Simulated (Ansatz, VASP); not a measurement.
NaF in VASP and in Ansatz

```
Na F
1.0
     3.47391    0.00000    0.00000
    -1.73696    3.00850    0.00000
     0.00000    0.00000   11.11652
Na F
2 2
Direct
  0.00000 0.00000 0.00000
  0.00000 0.00000 0.50000
  0.33333 0.66667 0.12000
  0.66667 0.33333 0.88000
```

Change from the starting cell: ordered vacancies on the anion sites of cadmium iodide (P-3m1, No. 164).

Alike in both runs: task single point; functional PBE; k mesh 6 × 6 × 2; occupations gaussian, width 0.1 eV; collinear spin.

```csv
,VASP,Ansatz
version,VASP 6.6.1,Ansatz 0.2.0
potentials or method,"VASP PAW PBE potentials, release 64 (Na_pv, F), cutoff 520 eV","scalar-relativistic, plane waves, PAW"
valence electrons in the cell,28,32
```

```csv
,VASP,Ansatz,Ansatz less VASP
gap on the k mesh at the Fermi level (eV),none,none,-
pressure (GPa),-1.3,-1.2,+0.10
"traceless stress, the component that is largest in VASP (GPa)",-3.73,-3.72,+0.014
rms of the force components (eV/Å),0.013,0.014,+0.0012
net moment per atom (μB),0.18,0.18,0.000
size of the moment on the site where the two differ most (μB),0.27,0.31,+0.035
```

Site moments also hang on the region over which each program counts them. Atom by atom the forces differ by 0.001 eV/Å (rms over components). A gap of «none» marks a metal or a gap that the smearing closes. VASP's potentials hold 28 valence electrons a cell and Ansatz's 32, so a difference there can come from the potentials and not from the codes.
